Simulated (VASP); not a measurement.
# Sr2SO (P4/mmm) in VASP: further runs

The runs below take Sr2SO through single point, with LDA.

Everything below comes from runs of VASP 6.6.1. Logs are shortened: lines on timing, memory, paths and dates and some standing lists are left out, and cuts for length are marked.

### Step 1. The cell of the first run

The structure is tetragonal, space group P4/mmm (No. 123). The conventional cell has a = 4.043 Å, b = 4.043 Å, c = 6.004 Å, α = 90.00°, β = 90.00°, γ = 90.00°. Within 3.8 Å of Sr (site symmetry 4/mmm) lie 4 O at 2.86 Å and 2 S at 3.00 Å. Sr (site symmetry 4/mmm) has 4 S at 2.86 Å and 2 O at 3.00 Å within 3.8 Å. S (site symmetry 4/mmm) has 6 Sr at 2.86 to 3.00 Å within 3.8 Å. Within 3.8 Å of O (site symmetry 4/mmm) lie 6 Sr at 2.86 to 3.00 Å.

### Step 2. Single point, LDA (strain +0.000 along x and y, +0.050 along z)

INCAR

```
PREC     = Accurate       # precision mode
ENCUT    = 520            # plane-wave cutoff, eV
EDIFF    = 1E-6           # SCF threshold, eV
ISMEAR   = 0              # smearing method
SIGMA    = 0.05           # smearing width, eV
LREAL    = F              # projectors in reciprocal space
LASPH    = T              # aspherical terms in the spheres
NELM     = 60             # most SCF steps
ALGO     = Normal         # electronic algorithm
ISIF     = 2              # what is computed and relaxed
LWAVE    = F              # write WAVECAR
LCHARG   = F              # write CHGCAR
GGA      = CA             # functional
NBANDS   = 24             # bands
```

KPOINTS

```
regular mesh
0
Gamma
  8 8 6
```

POSCAR

```
Sr2SO
1.0
    4.0432370000      0.0000000000      0.0000000000
    0.0000000000      4.0432370000      0.0000000000
    0.0000000000      0.0000000000      6.0039000000
Sr S O
2 1 1
Direct
    0.0000000000      0.0000000000      0.0000000000
    0.5000000000      0.5000000000      0.5000000000
    0.0000000000      0.0000000000      0.5000000000
    0.5000000000      0.5000000000      0.0000000000
```

Potentials or basis: VASP PAW LDA potentials, release 64 (Sr_sv, S, O).

On the command line:

```
$ cat potpaw_LDA.64/Sr_sv/POTCAR potpaw_LDA.64/S/POTCAR potpaw_LDA.64/O/POTCAR > POTCAR
$ mpirun -np 1 vasp_std > vasp.out
```

OUTCAR:

```text
PREC = Accurate
   ENCUT = 520
   EDIFF = 1E-6
   ISMEAR = 0
   LREAL = F
   LASPH = T
   NELM = 60
   ISIF = 2
   GGA = CA

 ion  position               nearest neighbor table
   1  0.000  0.000  0.000-   4 2.86   4 2.86   4 2.86   4 2.86   3 3.00   3 3.00   2 4.15   2 4.15
                             2 4.15   2 4.15   2 4.15   2 4.15   2 4.15   2 4.15
   2  0.500  0.500  0.500-   3 2.86   3 2.86   3 2.86   3 2.86   4 3.00   4 3.00   1 4.15   1 4.15
                             1 4.15   1 4.15   1 4.15   1 4.15   1 4.15   1 4.15
   3  0.000  0.000  0.500-   2 2.86   2 2.86   2 2.86   2 2.86   1 3.00   1 3.00
   4  0.500  0.500  0.000-   1 2.86   1 2.86   1 2.86   1 2.86   2 3.00   2 3.00

  LATTYP: Found a simple tetragonal cell.
 ALAT       =     4.0432370000
 C/A-ratio  =     1.4849240843

  Lattice vectors:

 A1 = (   4.0432370000,   0.0000000000,   0.0000000000)
 A2 = (   0.0000000000,   4.0432370000,   0.0000000000)
 A3 = (   0.0000000000,   0.0000000000,   6.0039000000)

Analysis of symmetry for initial positions (statically):
=====================================================================
 Subroutine PRICEL returns:
 Original cell was already a primitive cell.

 Routine SETGRP: Setting up the symmetry group for a
 simple tetragonal supercell.

 Subroutine GETGRP returns: Found 16 space group operations
 (whereof 16 operations were pure point group operations)
 out of a pool of 16 trial point group operations.

The static configuration has the point symmetry D_4h.

Analysis of symmetry for dynamics (positions and initial velocities):
=====================================================================
 Subroutine PRICEL returns:
 Original cell was already a primitive cell.

 Routine SETGRP: Setting up the symmetry group for a
 simple tetragonal supercell.

 Subroutine GETGRP returns: Found 16 space group operations
 (whereof 16 operations were pure point group operations)
 out of a pool of 16 trial point group operations.

The dynamic configuration has the point symmetry D_4h.

 Subroutine INISYM returns: Found 16 space group operations
 (whereof 16 operations are pure point group operations),
 and found     1 'primitive' translations

----------------------------------------------------------------------------------------

                                     Primitive cell

  volume of cell :      98.1503

[... 91 lines left out ...]
   NELM   =     60;   NELMIN=  2; NELMDL= -5     # of ELM steps
   EDIFF  = 0.1E-05   stopping-criterion for ELM
   LREAL  =      F    real-space projection
   EDIFFG = 0.1E-04   stopping-criterion for IOM
   NSW    =      0    number of steps for IOM
   IBRION =     -1    ionic relax: 0-MD 1-quasi-New 2-CG
   NFREE  =      0    steps in history (QN), initial steepest desc. (CG)
   ISIF   =      2    stress and relaxation
   ISYM   =      2    0-nonsym 1-usesym 2-fastsym
   POTIM  = 0.5000    time-step for ionic-motion
   TEBEG  =    0.0;   TEEND  =   0.0 temperature during run
   PSTRESS=    0.0 pullay stress
   NELECT =      32.0000    total number of electrons
   NUPDOWN=      -1.0000    fix difference up-down
   EMIN   =  10.00;   EMAX   =-10.00  energy-range for DOS
   EFERMI =   0.00;   METHOD = LEGACY
   ISMEAR =     0;   SIGMA  =   0.05  broadening in eV -4-tet -1-fermi 0-gaus
   EFERMI_NEDOS =   21; number of points for ismear=-14 and -15
   IALGO  =     38    algorithm
   IMIX   =      4    mixing-type and parameters
     AMIX     =   0.40;   BMIX     =  1.00
     AMIX_MAG =   1.60;   BMIX_MAG =  1.00
  volume/ion in A,a.u.               =      24.54       165.59
  Fermi-wavevector in a.u.,A,eV,Ry     =   1.126750  2.129249 17.273486  1.269565
  Thomas-Fermi vector in A             =   2.263433
   LORBIT       =      0    0 simple, 1 ext, 2 COOP (PROOUT), +10 PAW based schemes
   GGA     = CA    functional components
   LHFCALC =     F    Hartree Fock is set to
   AEXX    =    0.0000 exact exchange contribution
   IVDW    =     0    specifies the selected vdW correction
   LEPSILON=     F    determine dielectric tensor
   LRPA    =     F    only Hartree local field effects (RPA)
 non-spin polarized calculation
 Gauss-broadening in eV      SIGMA  =   0.05
  energy-cutoff  :      520.00
  volume of cell :       98.15
 maximum number of plane-waves:      2671
   NGX = 15   NGY = 15   NGZ = 23

 number of electron      31.9999989 magnetization

 Free energy of the ion-electron system (eV)
  ---------------------------------------------------
  ext. energy  EPLUGINS =         0.00000000
  ---------------------------------------------------
  free energy    TOTEN  =       -23.13450048 eV

  energy without entropy =      -23.13450048  energy(sigma->0) =      -23.13450048

 E-fermi :   1.5609     XC(G=0):  -9.3420

 val. band max:        1.3297180574   @ k =   0.0000   0.0000   0.0000
 cond. band min:       3.4611896734   @ k =   0.0000   0.0000   0.0000
 fundamental gap:      2.1314716159
 Fermi energy:         1.5608821233

 k-point     1 :       0.0000    0.0000    0.0000
  band No.  band energies     occupation
      1     -32.1179      2.00000
      2     -32.0550      2.00000
      3     -14.4712      2.00000
      4     -14.2353      2.00000
      5     -14.2353      2.00000
      6     -14.0965      2.00000
[... 637 lines left out ...]
     23       8.3057      0.00000
     24       8.5035      0.00000

 [... further k-points ...]

------------------------ aborting loop because EDIFF is reached ----------------------------------------

  FORCE on cell =-STRESS in cart. coord.  units (eV):
  Direction    XX          YY          ZZ          XY          YZ          ZX
  --------------------------------------------------------------------------------------
  -------------------------------------------------------------------------------------
  Total       -3.3691973     -3.3691973     -5.0491560      0.0000000      0.0000000     -0.0000000
  in kB      -54.9977822    -54.9977822    -82.4209322      0.0000000      0.0000000     -0.0000000
  external PRESSURE =     -64.1388322 kB  Pullay stress =       0.0000000 kB

 VOLUME and BASIS-vectors are now :
 -----------------------------------------------------------------------------
  energy-cutoff  :      520.00
  volume of cell :       98.15
      direct lattice vectors                 reciprocal lattice vectors
     4.043237000  0.000000000  0.000000000     0.247326585  0.000000000  0.000000000
     0.000000000  4.043237000  0.000000000     0.000000000  0.247326585  0.000000000
     0.000000000  0.000000000  6.003900000     0.000000000  0.000000000  0.166558404

 POSITION                                       TOTAL-FORCE (eV/Angst)
 -----------------------------------------------------------------------------------
      0.00000      0.00000      0.00000         0.000000      0.000000      0.000000
      2.02162      2.02162      3.00195         0.000000      0.000000      0.000000
      0.00000      0.00000      3.00195         0.000000      0.000000      0.000000
      2.02162      2.02162      0.00000         0.000000      0.000000      0.000000
 -----------------------------------------------------------------------------------
    total drift:                                0.000000      0.000000     -0.000000

  FREE ENERGIE OF THE ION-ELECTRON SYSTEM (eV)
  ---------------------------------------------------
  free  energy   TOTEN  =       -23.1345004788 eV

  energy  without entropy=      -23.1345004788  energy(sigma->0) =      -23.13450048
```

OSZICAR:

```text
N       E                     dE             d eps       ncg     rms          rms(c)
DAV:   1     0.173688649968E+03    0.17369E+03   -0.15417E+04  2880   0.123E+03
DAV:   2    -0.134362673882E+02   -0.18712E+03   -0.17561E+03  3728   0.262E+02
DAV:   3    -0.256093601782E+02   -0.12173E+02   -0.12091E+02  4672   0.592E+01
DAV:   4    -0.259965632845E+02   -0.38720E+00   -0.38675E+00  4120   0.885E+00
DAV:   5    -0.260024497091E+02   -0.58864E-02   -0.58860E-02  4200   0.111E+00    0.223E+01
DAV:   6    -0.235654562995E+02    0.24370E+01   -0.14315E+01  3416   0.158E+01    0.197E+01
DAV:   7    -0.232064862136E+02    0.35897E+00   -0.20092E+00  3520   0.670E+00    0.118E+01
DAV:   8    -0.231352524999E+02    0.71234E-01   -0.29691E-01  3640   0.363E+00    0.724E-01
DAV:   9    -0.231341930807E+02    0.10594E-02   -0.37477E-02  4280   0.931E-01    0.349E-01
DAV:  10    -0.231344619643E+02   -0.26888E-03   -0.35458E-03  3768   0.308E-01    0.178E-01
DAV:  11    -0.231345641644E+02   -0.10220E-03   -0.14363E-03  3808   0.184E-01    0.918E-02
DAV:  12    -0.231345030488E+02    0.61116E-04   -0.40288E-04  4272   0.918E-02    0.325E-02
DAV:  13    -0.231345029712E+02    0.77614E-07   -0.26444E-05  3704   0.258E-02    0.201E-02
DAV:  14    -0.231345005578E+02    0.24134E-05   -0.76375E-06  3192   0.126E-02    0.434E-03
DAV:  15    -0.231345004788E+02    0.79013E-07   -0.17042E-06  2888   0.581E-03
   1 F= -.23134500E+02 E0= -.23134500E+02  d E =-.786554E-13
```

stdout:

```text
POSCAR found type information on POSCAR SrS O
 POSCAR found :  3 types and       4 ions
 scaLAPACK will be used
 LDA part: xc-table for (Slater(with rela. corr.)+CA(PZ))
 , standard interpolation
 POSCAR, INCAR and KPOINTS ok, starting setup
 FFT: planning ... GRIDC
 FFT: planning ... GRID_SOFT
 FFT: planning ... GRID
 WAVECAR not read
 entering main loop
```

Run time: 66 s. Hardware: 1 thread of AMD EPYC 9R45 (Zen 5), shared host; peak memory 0.23 GiB.

What came out:

```yaml
Free_energy: -23.1345 eV
Pressure: -6.4 GPa
Band_gap_on_the_k_mesh: 2.13 eV, direct
```

Caveat: the cell differs from its parent crystal (strain +0.000 along x and y, +0.050 along z). A k mesh can miss the band edges.

### Step 3. Single point, LDA (strain +0.050 along x and y, +0.000 along z)

INCAR

```
SYSTEM = Sr2SO
PREC     = Accurate       ! precision mode
ENCUT    = 520            ! plane-wave cutoff, eV
EDIFF    = 1E-6           ! SCF threshold, eV
ISMEAR   = 0              ! smearing method
SIGMA    = 0.05           ! smearing width, eV
LREAL    = .FALSE.        ! projectors in reciprocal space
LASPH    = .TRUE.         ! aspherical terms in the spheres
NELM     = 60             ! most SCF steps
ALGO     = Normal         ! electronic algorithm
ISIF     = 2              ! what is computed and relaxed
LWAVE    = .FALSE.        ! write WAVECAR
LCHARG   = .FALSE.        ! write CHGCAR
GGA      = CA             ! functional
NBANDS   = 24             ! bands
```

KPOINTS

```
regular mesh
0
G
  8 8 6
  0 0 0
```

POSCAR

```
Sr2SO
1.0
    4.2453988500      0.0000000000      0.0000000000
    0.0000000000      4.2453988500      0.0000000000
    0.0000000000      0.0000000000      5.7180000000
Sr S O
2 1 1
Direct
    0.0000000000      0.0000000000      0.0000000000
    0.5000000000      0.5000000000      0.5000000000
    0.0000000000      0.0000000000      0.5000000000
    0.5000000000      0.5000000000      0.0000000000
```

Potentials or basis: VASP PAW LDA potentials, release 64 (Sr_sv, S, O).

On the command line:

```
$ cat potpaw_LDA.64/Sr_sv/POTCAR potpaw_LDA.64/S/POTCAR potpaw_LDA.64/O/POTCAR > POTCAR
$ mpirun -np 1 vasp_std > vasp.out
```

It took 2.9 min on 1 thread of Oxide Virtual Turin-like, shared host; peak memory 0.24 GiB.

Results (log left out):

```
Free energy            : -22.9050 eV
Pressure               : -8.1 GPa
Band gap on the k mesh : 2.18 eV, direct
```

Stress tensor (GPa, compression positive):
```
-8.96  0.00  0.00
 0.00 -8.96  0.00
 0.00  0.00 -6.32
```

Levels at points of the mesh, in eV from the valence-band top:
```
           k point  band 12  band 13  band 14  band 15  band 16  band 17  band 18  band 19  band 20  band 21
(0.00, 0.00, 0.00)    -0.79    -0.79    -0.01    -0.01     0.00     2.18     2.24     4.28     4.28     4.84
(0.50, 0.00, 0.00)    -1.54    -1.18    -1.07    -0.44    -0.34     4.04     4.77     5.23     5.34     5.49
(0.50, 0.50, 0.00)    -1.60    -0.80    -0.26    -0.26    -0.11     2.39     2.39     4.75     6.13     6.58
(0.00, 0.00, 0.50)    -0.90    -0.89    -0.89    -0.13    -0.13     2.62     3.51     3.84     4.20     5.29
(0.50, 0.00, 0.50)    -2.51    -1.65    -0.86    -0.69    -0.51     4.76     4.98     5.59     5.70     6.37
(0.50, 0.50, 0.50)    -1.67    -1.67    -0.71    -0.58    -0.58     4.13     4.13     5.44     5.44     5.82
```

Caveat: the cell differs from its parent crystal (strain +0.050 along x and y, +0.000 along z).
